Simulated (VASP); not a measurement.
**Ti: single point with PBE+D4**

Crystal: Ti.

```
CELL_PARAMETERS angstrom
0.00000 2.04348 2.04348
2.04348 0.00000 2.04348
2.04348 2.04348 0.00000
ATOMIC_POSITIONS crystal
Ti 0.00000 0.00000 0.00000
```

```json
{"Program": "VASP 6.6.1", "Task": "single point", "Functional": "PBE", "Dispersion": "D4", "Potentials or basis": "VASP PAW PBE potentials, release 64 (Ti_sv)", "Cutoff": "520 eV", "k mesh": "11 × 11 × 11", "Occupations": "fermi-dirac, width 0.05 eV", "Spin": "no spin polarisation"}
```

The pressure is -0.4 GPa and the band gap on the k mesh is zero (band 6 reaches 9.30 eV, above the bottom of band 7 at 8.13 eV). The dispersion energy per atom is -0.205 eV.

Levels at points of the mesh, in eV from the Fermi level:
```tsv
k point	band 4	band 5	band 6	band 7	band 8	band 9
(0.00, 0.00, 0.00)	-32.51	-6.14	0.89	0.89	0.89	2.57
```

It took 15 s on 1 thread of Intel Xeon 6975P-C, with other jobs on the host, peak memory 0.14 GiB.

Caveat: pairwise dispersion overbinds metals, which lowers pressure and volume.
